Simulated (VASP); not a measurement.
Input of a VASP 6.6.1 run:

The input INCAR:

```
SYSTEM = TaAg3
PREC = Accurate
ENCUT = 600
EDIFF = 1E-6
ISMEAR = 0
SIGMA = 0.1
LREAL = .False.
LASPH = .True.
NELM = 60
ALGO = Fast
ISIF = 3
LWAVE = .False.
LCHARG = .False.
GGA = PE
IBRION = 2
NSW = 100
EDIFFG = -0.01
```

Contents of KPOINTS:

```
Automatic mesh
0
Gamma
  12 12 12
  0 0 0
```

POSCAR

```
TaAg3
1.0
    4.1911037351      0.0000000000      0.0000000000
    0.0000000000      4.1911037351      0.0000000000
    0.0000000000      0.0000000000      4.1911037351
Ta Ag
1 3
Direct
    0.0000000000      0.0000000000      0.0000000000
    0.0000000000      0.5000000000      0.5000000000
    0.5000000000      0.0000000000      0.5000000000
    0.5000000000      0.5000000000      0.0000000000
```

Potentials or basis: VASP PAW PBE potentials, release 64 (Ta_pv, Ag).

Run with:

```bash
$ cat potpaw_PBE.64/Ta_pv/POTCAR potpaw_PBE.64/Ag/POTCAR > POTCAR
$ mpirun -np 1 vasp_std > vasp.out
```

(1) What does it give for the relaxed volume?

(2) What does it give for the space group after relaxing (to 0.05 Å)?

(3) Estimate the band gap on the k mesh.

Results:

(1) 18.06 Å³/atom.

(2) Pm-3m (No. 221).

(3) zero (band 22 reaches 9.09 eV, above the bottom of band 23 at 7.16 eV).

Caveat: spin-orbit coupling is left out, which moves the levels of the heavy elements.
